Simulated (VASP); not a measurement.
# VN2 (I4/mcm) in VASP: a series of runs, part 2 of 2

VASP 6.6.1.

**4. Single point, PBE**

INCAR

```
ALGO     = Normal         # electronic algorithm
EDIFF    = 1E-6           # SCF threshold, eV
ENCUT    = 520            # plane-wave cutoff, eV
GGA      = PE             # functional
ISIF     = 2              # what is computed and relaxed
ISMEAR   = 0              # smearing method
LASPH    = T              # aspherical terms in the spheres
LCHARG   = T              # write CHGCAR
LELF     = T              # ELF
LREAL    = F              # projectors in reciprocal space
LVHAR    = T            
LWAVE    = F              # write WAVECAR
NBANDS   = 32             # bands
NELM     = 60             # most SCF steps
PREC     = Accurate       # precision mode
SIGMA    = 0.15           # smearing width, eV
```

KPOINTS

```
k-points
0
Gamma
  18 18 18
```

POSCAR

```
VN2
1.0
   -2.2140383804      2.2140383804      2.3499157374
    2.2140383804     -2.2140383804      2.3499157374
    2.2140383804      2.2140383804     -2.3499157374
V N
2 4
Direct
    0.2500000000      0.2500000000      0.0000000000
    0.7500000000      0.7500000000      0.0000000000
    0.1135731475      0.6135731475      0.7271462950
    0.6135731475      0.8864268525      0.5000000000
    0.8864268525      0.3864268525      0.2728537050
    0.3864268525      0.1135731475      0.5000000000
```

Potentials or basis: VASP PAW PBE potentials, release 64 (V_sv, N).

Command:

```console
cat potpaw_PBE.64/V_sv/POTCAR potpaw_PBE.64/N/POTCAR > POTCAR
mpirun -np 1 vasp_std > vasp.out
```

OUTCAR:

```text
EDIFF = 1E-6
   ENCUT = 520
   GGA = PE
   ISIF = 2
   ISMEAR = 0
   LASPH = T
   LREAL = F
   NELM = 60
   PREC = Accurate

 ion  position               nearest neighbor table
   1  0.250  0.250  0.000-   5 2.14   4 2.14   3 2.14   5 2.14   6 2.14   6 2.14   3 2.14   4 2.14
                             2 2.35   2 2.35
   2  0.750  0.750  0.000-   6 2.14   5 2.14   3 2.14   4 2.14   5 2.14   4 2.14   6 2.14   3 2.14
                             1 2.35   1 2.35
   3  0.114  0.614  0.727-   5 1.42   1 2.14   1 2.14   2 2.14   2 2.14
   4  0.614  0.886  0.500-   6 1.42   2 2.14   1 2.14   2 2.14   1 2.14
   5  0.886  0.386  0.273-   3 1.42   2 2.14   1 2.14   2 2.14   1 2.14
   6  0.386  0.114  0.500-   4 1.42   1 2.14   2 2.14   1 2.14   2 2.14

  LATTYP: Found a body centered tetragonal cell.
 ALAT       =     4.4280767608
 C/A-ratio  =     1.0613708227

  Lattice vectors:

 A1 = (  -2.2140383804,   2.2140383804,   2.3499157374)
 A2 = (   2.2140383804,  -2.2140383804,   2.3499157374)
 A3 = (   2.2140383804,   2.2140383804,  -2.3499157374)

Analysis of symmetry for initial positions (statically):
=====================================================================
[... 182 lines left out ...]

 E-fermi :  11.1915     XC(G=0): -13.6718

 val. band max:       11.1873917908   @ k =  -0.3333   0.3889   0.0556
 cond. band min:      11.1915876392   @ k =  -0.1111  -0.4444   0.0556
 fundamental gap:      0.0041958483
 Fermi energy:        11.1915171867

 k-point     1 :       0.0000    0.0000    0.0000
  band No.  band energies     occupation
      1     -54.3067      2.00000
      2     -54.0464      2.00000
      3     -28.6269      2.00000
      4     -28.1478      2.00000
      5     -28.1478      2.00000
      6     -28.0502      2.00000
[... 829 lines left out ...]
     31      14.1127      0.00000
     32      15.2928      0.00000

 [... further k-points ...]
[... 5 lines left out ...]
  --------------------------------------------------------------------------------------
  -------------------------------------------------------------------------------------
  Total       -5.4660740     -5.4660740     10.0251655      0.0000000     -0.0000000      0.0000000
  in kB     -190.0655984   -190.0655984    348.5937214      0.0000000     -0.0000000      0.0000000
  external PRESSURE =     -10.5124918 kB  Pullay stress =       0.0000000 kB

 VOLUME and BASIS-vectors are now :
 -----------------------------------------------------------------------------
  energy-cutoff  :      520.00
  volume of cell :       46.08
      direct lattice vectors                 reciprocal lattice vectors
    -2.214038380  2.214038380  2.349915737     0.000000000  0.225831677  0.212773587
     2.214038380 -2.214038380  2.349915737     0.225831677  0.000000000  0.212773587
     2.214038380  2.214038380 -2.349915737     0.225831677  0.225831677  0.000000000

 POSITION                                       TOTAL-FORCE (eV/Angst)
 -----------------------------------------------------------------------------------
      0.00000      0.00000      1.17496         0.000000     -0.000000      0.000000
      0.00000      0.00000      3.52487         0.000000     -0.000000      0.000000
      2.71695      0.50291      0.00000        -0.173892     -0.173892      0.000000
      1.71113      0.50291      2.34992         0.173892     -0.173892     -0.000000
     -0.50291      1.71113      2.34992         0.173892      0.173892     -0.000000
      0.50291      1.71113      0.00000        -0.173892      0.173892     -0.000000
 -----------------------------------------------------------------------------------
    total drift:                                0.000000     -0.000000      0.000000

  FREE ENERGIE OF THE ION-ELECTRON SYSTEM (eV)
  ---------------------------------------------------
  free  energy   TOTEN  =       -52.9594493907 eV

  energy  without entropy=      -52.9436443060  energy(sigma->0) =      -52.95154685
```

stdout:

```text
POSCAR found type information on POSCAR V N
 POSCAR found :  2 types and       6 ions
 scaLAPACK will be used
 LDA part: xc-table for (Slater+PW92), standard interpolation
 POSCAR, INCAR and KPOINTS ok, starting setup
 FFT: planning ... GRIDC
 FFT: planning ... GRID_SOFT
 FFT: planning ... GRID
 WAVECAR not read
 entering main loop
```

Wall time 27 min (1 thread of Intel Xeon 8259CL, shared host); peak memory 0.6 GiB.

What came out:

* Free energy: -52.9594 eV
* Pressure: -1.1 GPa
* Largest force: 0.246 eV/Å
* Band gap on the k mesh: zero (band 23 reaches 11.38 eV, above the bottom of band 24 at 11.06 eV)

Forces on the atoms (eV/Å):
```
V    0.000  0.000  0.000
V    0.000  0.000  0.000
N   -0.174 -0.174  0.000
N    0.174 -0.174  0.000
N    0.174  0.174  0.000
N   -0.174  0.174  0.000
```

Stress tensor (GPa, compression positive):
```
-19.01   0.00   0.00
  0.00 -19.01   0.00
  0.00   0.00  34.86
```

Caveat: the run has no spin polarisation, though such a crystal can be magnetic.

**5. Overview**

```csv
cell,gap on the mesh (eV),pressure (GPa),largest force (eV/Å)
"a = 3.912 Å, angles 108.9, 108.9, 110.5°, 6 atoms",none,0.8,0.44
"a = 4.010 Å, angles 119.3, 119.3, 91.2°, 6 atoms",none,13.0,1.25
"a = 3.915 Å, angles 111.1, 111.1, 106.2°, 6 atoms",none,-1.1,0.25
```

Alike in all rows: task single point; level PBE; potentials or basis VASP PAW PBE potentials, release 64 (V_sv, N); no spin polarisation; k mesh 18 × 18 × 18; cutoff (eV) 520; smearing gaussian 0.15 eV.

Caveats: the run has no spin polarisation, though such a crystal can be magnetic; forces of over 1 eV/Å act on the atoms, so gaps and moduli don't describe the material at rest (some runs).

Total energies depend on the potentials used, so only differences within one code and one set of settings carry meaning.
